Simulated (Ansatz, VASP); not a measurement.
W: VASP beside Ansatz

Contents of POSCAR:

```
W
1.0
   -1.5823450000      1.5823450000      1.5823450000
    1.5823450000     -1.5823450000      1.5823450000
    1.5823450000      1.5823450000     -1.5823450000
W
1
Direct
    0.0000000000      0.0000000000      0.0000000000
```

Contents of INCAR.step1:

```
PREC = Accurate
ENCUT = 600
ISMEAR = -1
SIGMA = 0.1
LREAL = F
LASPH = T
NELM = 60
GGA = PE
ALGO = Normal
EDIFF = 1E-4
LWAVE = T
LCHARG = F
```

File INCAR.step2:

```
PREC = Accurate
ENCUT = 600
EDIFF = 1E-6
ISMEAR = -1
SIGMA = 0.1
LREAL = F
LASPH = T
NELM = 60
ALGO = Normal
ISIF = 3
LWAVE = F
LCHARG = F
METAGGA = R2SCAN
LMIXTAU = T
IBRION = 2
NSW = 100
EDIFFG = -0.002
ISTART = 1
```

KPOINTS

```
regular mesh
0
Gamma
  16 16 16
```

Input for Ansatz:

```yaml
crystal:
  lattice:
    - [-1.582345, 1.582345, 1.582345]
    - [1.582345, -1.582345, 1.582345]
    - [1.582345, 1.582345, -1.582345]
  atoms:
    - { symbol: W, position: [0.0, 0.0, 0.0] }
kpoints:
  mp_grid: { grid: [16, 16, 16] }
scf:
  occupations: { method: fermi_dirac, width: 0.1 }
hamiltonian:
  xc: r2scan
  pseudopotentials: { kind: paw }
relax:
  f_tol: 0.002
  max_steps: 80
  cell: {}
output:
  forces: true
  stress: true
  write_density: true
  write_potential: true
  elf: true
  volumetric_format: npy
```

Alike in both runs: task relaxation of cell and atoms; functional r2SCAN; k mesh 16 × 16 × 16; occupations fermi-dirac, width 0.1 eV; no spin polarisation.

|  | VASP | Ansatz |
| --- | --- | --- |
| version | VASP 6.6.1 | Ansatz 0.2.0 |
| potentials or method | VASP PAW PBE potentials, release 64 (W_sv) | PAW with Ansatz's default frozen-core files, scalar-relativistic |
| plane-wave cutoff (eV) | 600 | 500 |
| valence electrons in the cell | 14 | 14 |

|  | VASP | Ansatz | Ansatz less VASP |
| --- | --- | --- | --- |
| relaxed volume (Å³/atom) | 15.97 | 15.90 | -0.062 |
| relaxed length of the cell vector where the two differ most in proportion (Å) | 2.748 | 2.744 | -0.0036 |

VASP's potentials were made for PBE, not for r2SCAN.

Neither program's run includes spin-orbit coupling.
